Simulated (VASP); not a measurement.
Write the native input for VASP 6.6.1 that does the following.

```yaml
Task: single point
Functional: PBE
Dispersion: D3(BJ)
Potentials_or_basis: VASP PAW PBE potentials, release 64 (Ti_sv, N)
Cutoff: 520 eV
k_mesh: 3 × 3 × 1
Occupations: gaussian, width 0.1 eV
Spin: no spin polarisation
Dipole_correction: yes
Further_INCAR_settings: LREAL = Auto; ALGO = Normal; EDIFF = 1e-06; NBANDS = 120
```

The structure of TiN lies in POSCAR:

```
TiN
1.0
    5.9476498271      0.0000000000      0.0000000000
    0.0000000000      5.9476498271      0.0000000000
    0.0000000000      0.0000000000     24.4856235249
Ti N
12 12
Direct
    0.2500000000      0.2500000000      0.3267223313
    0.2500000000      0.7500000000      0.3267223313
    0.7500000000      0.2500000000      0.3267223313
    0.7500000000      0.7500000000      0.3267223313
    0.5007205966      0.5007099322      0.4118256292
    0.5002157464     -0.0000139200      0.4122487325
   -0.0000235945      0.5002087953      0.4122478310
   -0.0010246649     -0.0010155829      0.4117669445
    0.7528444057      0.7528429954      0.5099392157
    0.7484200629      0.2534088198      0.5121636361
    0.2534157952      0.7484256516      0.5121689752
    0.2485666975      0.2485635288      0.4928987781
    0.5000000000      0.5000000000      0.3267223313
    0.5000000000      0.0000000000      0.3267223313
    0.0000000000      0.5000000000      0.3267223313
    0.0000000000      0.0000000000      0.3267223313
    0.7492442465      0.7492457704      0.4096334732
    0.7496831455      0.2504716303      0.4095695101
    0.2504731739      0.7496817444      0.4095630560
    0.2499209543      0.2499207578      0.4105640894
    0.0004349698      0.0004257008      0.4952224123
    0.0026667918      0.4988370032      0.4965179069
    0.4988289494      0.0026570353      0.4965173034
    0.5000046358      0.5000123399      0.5001096966
```

The input as run:

INCAR

```
SYSTEM = TiN
ALGO = Normal
DIPOL = 0.5 0.5 0.413
EDIFF = 1E-6
ENCUT = 520
GGA = PE
IDIPOL = 3
ISIF = 2
ISMEAR = 0
IVDW = 12
LASPH = .TRUE.
LCHARG = .FALSE.
LDIPOL = .TRUE.
LREAL = Auto
LWAVE = .FALSE.
NBANDS = 120
NELM = 60
PREC = Accurate
SIGMA = 0.1
```

KPOINTS

```
k-points
0
G
  3 3 1
  0 0 0
```

Potentials or basis: VASP PAW PBE potentials, release 64 (Ti_sv, N).

The run is started by

```sh
$ cat potpaw_PBE.64/Ti_sv/POTCAR potpaw_PBE.64/N/POTCAR > POTCAR
$ mpirun -np 1 vasp_std > vasp.out
```

It gave:

The largest force is 2.859 eV/Å. The band gap on the k mesh is 0.13 eV (least direct gap 0.15 eV) and the dispersion energy per atom is -0.309 eV.

Run time: 30 min on 1 thread of Intel(R) Xeon(R) Platinum 8488C (Sapphire Rapids) (shared host), peak memory 1 GiB.
